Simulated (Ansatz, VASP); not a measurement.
Two plane-wave programs on Sn2Sb

INCAR

```
SYSTEM = Sn2Sb
PREC     = Accurate       ! precision mode
ENCUT    = 520            ! plane-wave cutoff, eV
EDIFF    = 1E-7           ! SCF threshold, eV
ISMEAR   = 1              ! smearing method
SIGMA    = 0.0293         ! smearing width, eV
LREAL    = .FALSE.        ! projectors in reciprocal space
LASPH    = .TRUE.         ! aspherical terms in the spheres
NELM     = 80             ! most SCF steps
ALGO     = Normal         ! electronic algorithm
ISIF     = 2              ! what is computed and relaxed
LWAVE    = .FALSE.        ! write WAVECAR
LCHARG   = .FALSE.        ! write CHGCAR
GGA      = PS             ! functional
NBANDS   = 42             ! bands
```

KPOINTS

```
Automatic mesh
0
G
  6 6 6
  0 0 0
```

The input POSCAR:

```
Sn2Sb
1.0
    0.0000000000      4.6468180000      0.0000000000
    4.6468180000      0.0000000000      0.0000000000
    2.3234090000      2.3234090000     -8.1195460000
Sb Sn
2 4
Direct
    0.1322000000      0.1322000000      0.7356000000
    0.8549000000      0.8549000000      0.2902000000
    0.6580000000      0.6580000000      0.6840000000
    0.3238000000      0.3238000000      0.3524000000
    0.5000000000      0.0000000000      0.0000000000
    0.0000000000      0.5000000000      0.0000000000
```

Input for Ansatz:

```yaml
crystal:
  lattice:
    - [0.0, 4.646818, 0.0]
    - [4.646818, 0.0, 0.0]
    - [2.323409, 2.323409, -8.119546]
  atoms:
    - { symbol: Sb, position: [0.1322, 0.1322, 0.7356] }
    - { symbol: Sn, position: [0.658, 0.658, 0.684] }
    - { symbol: Sn, position: [0.3238, 0.3238, 0.3524] }
    - { symbol: Sn, position: [0.5, 0.0, 0.0] }
    - { symbol: Sn, position: [0.0, 0.5, 0.0] }
    - { symbol: Sb, position: [0.8549, 0.8549, 0.2902] }
  symmetry: { tolerance: 0.0003 }
kpoints:
  mp_grid: { grid: [6, 6, 6], shift: [0, 0, 0] }
  band_path:
    path:
      - [0.0, 0.0, 0.0]
      - [0.5, 0.5, 0.5]
      - [0.5, 0.5, 0.75]
      - [0.5, 0.0, 0.5]
      - [0.0, 0.0, 0.0]
      - [0.0, 0.0, 0.5]
      - [0.45905906, 0.0, 0.72952953]
      - [0.54094094, 0.0, 0.27047047]
      - [0.0, 0.0, 0.0]
      - [0.5, 0.5, 0.5]
      - [0.54094094, 0.45905906, 0.5]
    npoints: 6
magnetization:
  spin_polarized: false
scf:
  occupations: { method: cold, width: 0.0293 }
  lower_state_search: "off"
  max_iter: 200
hamiltonian:
  pseudopotentials: { kind: paw }
  xc: pbesol
basis:
  ecutwfc: 420
  fft_grid_basis: typed
output:
  forces: true
  stress: true
  eigenvalues: true
  bader: true
  populations: true
  elf: true
  write_potential: true
  volumetric_format: npy
  dos:
    e_range: [-12, 8]
    de: 0.05
    projected: { site_lists: { Sb: [Sb], Sn: [Sn] } }
checkpoint:
  read: saved_state
```

Alike in both runs: task single point; functional PBEsol; k mesh 6 × 6 × 6; no spin polarisation.

```csv
,VASP,Ansatz
version,VASP 6.6.1,Ansatz 0.2.0
potentials or method,"VASP PAW PBE potentials, release 64 (Sb, Sn_d), cutoff 520 eV",PAW plane waves
occupations,"methfessel-paxton of order 1, width 0.0293 eV","cold, width 0.0293 eV"
valence electrons in the cell,66,86
```

```csv
,VASP,Ansatz,Ansatz less VASP
pressure (GPa),-1.6,-1.6,+0.01
rms of the force components (eV/Å),0.238,0.237,-0.0015
```

VASP's potentials were made for PBE, not for PBEsol. VASP's potentials hold 66 valence electrons a cell and Ansatz's 86, so a difference there can come from the potentials and not from the codes.

Neither program's run includes spin-orbit coupling.
